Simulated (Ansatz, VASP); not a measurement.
Si: VASP beside Ansatz

The input POSCAR:

```
Si
1.0
    0.0000000000      2.7493400846      2.7493400846
    2.7493400846      0.0000000000      2.7493400846
    2.7493400846      2.7493400846      0.0000000000
Si
2
Direct
    0.0000000000      0.0000000000      0.0000000000
    0.2500000000      0.2500000000      0.2500000000
```

File INCAR.step1:

```
PREC     = Accurate       # precision mode
ENCUT    = 520            # plane-wave cutoff, eV
EDIFF    = 1E-5           # SCF threshold, eV
ISMEAR   = 0              # smearing method
SIGMA    = 0.01           # smearing width, eV
LREAL    = F              # projectors in reciprocal space
LASPH    = T              # aspherical terms in the spheres
NELM     = 100            # most SCF steps
ALGO     = Normal         # electronic algorithm
ISIF     = 2              # what is computed and relaxed
LWAVE    = T              # write WAVECAR
LCHARG   = F              # write CHGCAR
NBANDS   = 11             # bands
GGA      = PE             # functional
```

The input INCAR.step2:

```
PREC     = Accurate       # precision mode
ENCUT    = 520            # plane-wave cutoff, eV
EDIFF    = 1E-7           # SCF threshold, eV
ISMEAR   = 0              # smearing method
SIGMA    = 0.01           # smearing width, eV
LREAL    = F              # projectors in reciprocal space
LASPH    = T              # aspherical terms in the spheres
NELM     = 100            # most SCF steps
ALGO     = Normal         # electronic algorithm
ISIF     = 2              # what is computed and relaxed
LWAVE    = F              # write WAVECAR
LCHARG   = F              # write CHGCAR
GGA      = PE             # functional
LHFCALC  = T              # exact exchange
HFSCREEN = 0.2079         # screening, 1/A
PRECFOCK = Normal       
NBANDS   = 11             # bands
ISTART   = 1
```

Contents of KPOINTS:

```
Automatic mesh
0
Gamma
  6 6 6
```

Input for Ansatz:

```yaml
crystal:
  lattice:
    - [0.0, 2.7493400846, 2.7493400846]
    - [2.7493400846, 0.0, 2.7493400846]
    - [2.7493400846, 2.7493400846, 0.0]
  atoms:
    - { symbol: Si, position: [0.0, 0.0, 0.0] }
    - { symbol: Si, position: [0.25, 0.25, 0.25] }
kpoints:
  mp_grid: { grid: [6, 6, 6] }
  band_path:
    path:
      - [0.0, 0.0, 0.0]
      - [0.5, 0.0, 0.5]
      - [0.625, 0.25, 0.625]
      - [0.375, 0.375, 0.75]
      - [0.5, 0.5, 0.5]
      - [0.5, 0.25, 0.75]
      - [0.0, 0.419271, 0.419271]
    npoints: 1
hamiltonian:
  xc: hse06
scf:
  occupations: { method: fixed }
  n_extra_bands: 4
output:
  forces: true
  stress: true
  eigenvalues: true
  write_density: true
  write_potential: true
  elf: true
  volumetric_format: npy
```

Change from the starting cell: hydrostatic strain +1.0%.

Alike in both runs: task single point; functional HSE06; k mesh 6 × 6 × 6; no spin polarisation.

|  | VASP | Ansatz |
| --- | --- | --- |
| version | VASP 6.6.1 | Ansatz 0.2.0 |
| potentials or method | VASP PAW PBE potentials, release 64 (Si) | plane waves, PAW |
| plane-wave cutoff (eV) | 520 | 420 |
| occupations | gaussian, width 0.01 eV | fixed |
| valence electrons in the cell | 8 | 8 |

Ansatz gave:

| Property | Result |
| --- | --- |
| gap on the k mesh at the Fermi level (eV) | 1.35 |
| pressure (GPa) | -2.9 |

Problem. Estimate VASP's values.

Solution. gap on the k mesh at the Fermi level (eV): 1.36; pressure (GPa): -3.2.

Ansatz's warnings: stress exchange threshold loose, stress scf threshold loose.
